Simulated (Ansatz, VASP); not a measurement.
## W: VASP beside Ansatz

The input POSCAR:

```
W
1.0
    3.1684409929      0.0000000000      0.0000000000
    0.0000000000      3.1684409929      0.0000000000
    0.0000000000      0.0000000000     27.6737639717
W
9
Direct
    0.5000000000      0.5000000000      0.2710148142
    0.0000000000      0.0000000000      0.3282611106
    0.5000000000      0.5000000000      0.3855074071
    0.0000000000      0.0000000000      0.4427537035
    0.5000000000      0.5000000000      0.5000000000
    0.0000000000      0.0000000000      0.5572462965
    0.5000000000      0.5000000000      0.6144925929
    0.0000000000      0.0000000000      0.6717388894
    0.5000000000      0.5000000000      0.7289851858
```

The input INCAR.step1:

```
SYSTEM = W
  PREC = Accurate
  ENCUT = 520
  ISMEAR = 0
  SIGMA = 0.1
  LREAL = .False.
  LASPH = .True.
  NELM = 80
  LDIPOL = .True.
  IDIPOL = 3
  DIPOL = 0.5 0.5 0.500
  NBANDS = 73
  GGA = PE
  ALGO = Normal
  EDIFF = 1E-4
  LWAVE = .True.
  LCHARG = .False.
```

Contents of INCAR.step2:

```
SYSTEM = W
  PREC = Accurate
  ENCUT = 520
  EDIFF = 1E-7
  ISMEAR = 0
  SIGMA = 0.1
  LREAL = .False.
  LASPH = .True.
  NELM = 80
  ALGO = Normal
  ISIF = 2
  LWAVE = .False.
  LCHARG = .False.
  LDIPOL = .True.
  IDIPOL = 3
  DIPOL = 0.5 0.5 0.500
  METAGGA = R2SCAN
  LMIXTAU = .True.
  NBANDS = 73
  ISTART = 1
```

The input KPOINTS:

```
Automatic mesh
0
Gamma
  11 11 1
  0 0 0
```

Input for Ansatz:

```yaml
crystal:
  lattice:
    - [3.1684409929, 0.0, 0.0]
    - [0.0, 3.1684409929, 0.0]
    - [0.0, 0.0, 27.6737639717]
  atoms:
    - { symbol: W, position: [0.5, 0.5, 0.2710148142] }
    - { symbol: W, position: [0.0, 0.0, 0.3282611106] }
    - { symbol: W, position: [0.5, 0.5, 0.3855074071] }
    - { symbol: W, position: [0.0, 0.0, 0.4427537035] }
    - { symbol: W, position: [0.5, 0.5, 0.5] }
    - { symbol: W, position: [0.0, 0.0, 0.5572462965] }
    - { symbol: W, position: [0.5, 0.5, 0.6144925929] }
    - { symbol: W, position: [0.0, 0.0, 0.6717388894] }
    - { symbol: W, position: [0.5, 0.5, 0.7289851858] }
basis:
  ecutwfc: 500
kpoints:
  mp_grid: { grid: [11, 11, 1] }
hamiltonian:
  xc: r2scan
scf:
  occupations: { method: gaussian, width: 0.1 }
output:
  forces: true
  stress: true
  eigenvalues: true
  write_density: true
  write_potential: true
  elf: true
  volumetric_format: npy
efield:
  axis: 3
  dipole_correction: true
```

Alike in both runs: task single point; functional r2SCAN; k mesh 11 × 11 × 1; occupations gaussian, width 0.1 eV; no spin polarisation.

|  | VASP | Ansatz |
| --- | --- | --- |
| version | VASP 6.6.1 | Ansatz 0.2.0 |
| potentials or method | VASP PAW PBE potentials, release 64 (W_sv), cutoff 520 eV | scalar-relativistic, plane waves, PAW |
| valence electrons in the cell | 126 | 126 |

|  | VASP | Ansatz | Ansatz less VASP |
| --- | --- | --- | --- |
| gap on the k mesh at the Fermi level (eV) | none | none | - |
| rms of the force components (eV/Å) | 0.719 | 0.726 | +0.0076 |

VASP's potentials were made for PBE, not for r2SCAN. Atom by atom the forces differ by 0.018 eV/Å (rms over components). A gap of «none» marks a metal or a gap that the smearing closes. Ansatz's warnings: xc potential rough in thin density.

Neither program's run includes spin-orbit coupling.
